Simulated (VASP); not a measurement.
Set up this calculation in VASP 6.6.1, as the native input.

| Item | Value |
| --- | --- |
| Task | single point |
| Functional | r2SCAN |
| Potentials or basis | VASP PAW PBE potentials, release 64 (Ir, F) |
| Cutoff | 520 eV |
| k mesh | 11 × 11 × 1 |
| Occupations | gaussian, width 0.1 eV |
| Spin | no spin polarisation |
| Dipole correction | yes |
| Further INCAR settings | ALGO = Normal; EDIFF = 1e-07; NBANDS = 30 |

System: Ir4F, a slab with vacuum.

```
CELL_PARAMETERS angstrom
2.71828 0.00000 0.00000
0.00000 2.71828 0.00000
0.00000 0.00000 24.76634
ATOMIC_POSITIONS crystal
Ir 0.50000 0.50000 0.34321
Ir 0.00000 0.00000 0.42082
Ir 0.50000 0.50000 0.49894
Ir 0.00000 0.00000 0.57258
F 0.00000 0.50000 0.63622
```

The input as run:

POSCAR

```
Ir4F
1.0
    2.7182807111      0.0000000000      0.0000000000
    0.0000000000      2.7182807111      0.0000000000
    0.0000000000      0.0000000000     24.7663441720
Ir F
4 1
Direct
    0.5000000000      0.5000000000      0.3432076991
    0.0000000000      0.0000000000      0.4208176488
    0.5000000000      0.5000000000      0.4989389497
    0.0000000000      0.0000000000      0.5725799416
    0.0000000000      0.5000000000      0.6362165011
```

INCAR.step1

```
PREC = Accurate
ENCUT = 520
ISMEAR = 0
SIGMA = 0.1
LREAL = F
LASPH = T
NELM = 100
LDIPOL = T
IDIPOL = 3
DIPOL = 0.5 0.5 0.494
NBANDS = 30
GGA = PE
ALGO = Normal
EDIFF = 1E-4
LWAVE = T
LCHARG = F
```

INCAR.step2

```
PREC = Accurate
ENCUT = 520
EDIFF = 1E-7
ISMEAR = 0
SIGMA = 0.1
LREAL = F
LASPH = T
NELM = 100
ALGO = Normal
ISIF = 2
LWAVE = F
LCHARG = F
LDIPOL = T
IDIPOL = 3
DIPOL = 0.5 0.5 0.494
METAGGA = R2SCAN
LMIXTAU = T
NBANDS = 30
ISTART = 1
```

KPOINTS

```
Automatic mesh
0
Gamma
  11 11 1
```

Potentials or basis: VASP PAW PBE potentials, release 64 (Ir, F).

Run with:

```sh
$ cat potpaw_PBE.64/Ir/POTCAR potpaw_PBE.64/F/POTCAR > POTCAR
$ cp INCAR.step1 INCAR
$ mpirun -np 1 vasp_std > vasp.out
$ cp INCAR.step2 INCAR
$ mpirun -np 1 vasp_std > vasp.out
```

It gave:

```
Largest force          : 1.194 eV/Å
Band gap on the k mesh : zero (an odd number of electrons rules out a gap without spin polarisation)
```

Caveat: the PAW data sets were made with another functional, which shifts forces and pressure a little; spin-orbit coupling is left out, which moves the levels of the heavy elements; an odd number of electrons without spin polarisation forces a metal; a magnetic or distorted state may lie lower.

Run time: 15 min on 1 thread of Intel(R) Xeon(R) 6975P-C (Granite Rapids), on a shared host, peak memory 0.39 GiB.
